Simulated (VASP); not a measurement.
Runs of VASP 6.6.1 on Mg2Si3N. The structure is that of space group P-6m2 (No. 187), or close to it. The cells are those of the table. 

```tsv
task	spin	cell	k mesh	cutoff (eV)	gap on the mesh (eV)	pressure (GPa)	moment (μB)	relaxed volume (Å³/atom)	largest force (eV/Å)
relaxation of cell and atoms	off	relaxed from a = 3.713, b = 3.713, c = 7.329 Å, angles 90.0, 90.0, 120.0°, 6 atoms	6 × 6 × 4	600	none	0.3	-	16.38	0.02
relaxation of cell and atoms	off	relaxed from a = 3.815, b = 3.815, c = 7.818 Å, angles 90.0, 90.0, 120.0°, 6 atoms	12 × 12 × 6	600	none	0.0	-	(a)	-
single point	collinear, ferromagnetic start	a = 3.713, b = 3.713, c = 7.329 Å, angles 90.0, 90.0, 120.0°, 6 atoms	6 × 6 × 4	520	none	10.9	0.00	-	0.86
single point	off	a = 3.815, b = 3.815, c = 7.818 Å, angles 90.0, 90.0, 120.0°, 6 atoms	6 × 6 × 4	520	none	0.2	-	-	(b)
single point	off	a = 3.848, b = 3.848, c = 7.659 Å, angles 90.0, 90.0, 120.0°, 6 atoms	12 × 12 × 6	520	none	-0.2	-	-	-
single point	collinear, ferromagnetic start	a = 3.815, b = 3.815, c = 7.818 Å, angles 90.0, 90.0, 120.0°, 6 atoms	6 × 6 × 2	520	none	0.3	0.00	-	0.11
single point	off	a = 3.713, b = 3.713, c = 7.329 Å, angles 90.0, 90.0, 120.0°, 6 atoms	6 × 6 × 4	520	none	10.9	-	-	0.86
```

Alike in all rows: level PBE; potentials or basis VASP PAW PBE potentials, release 64 (Mg, Si, N); smearing gaussian 0.1 eV.

Estimate the missing entries.

(a) 16.30; (b) 0.01.

Caveats: some runs use coarse meshes.

A gap of «none» marks levels without a gap at the run's occupations.
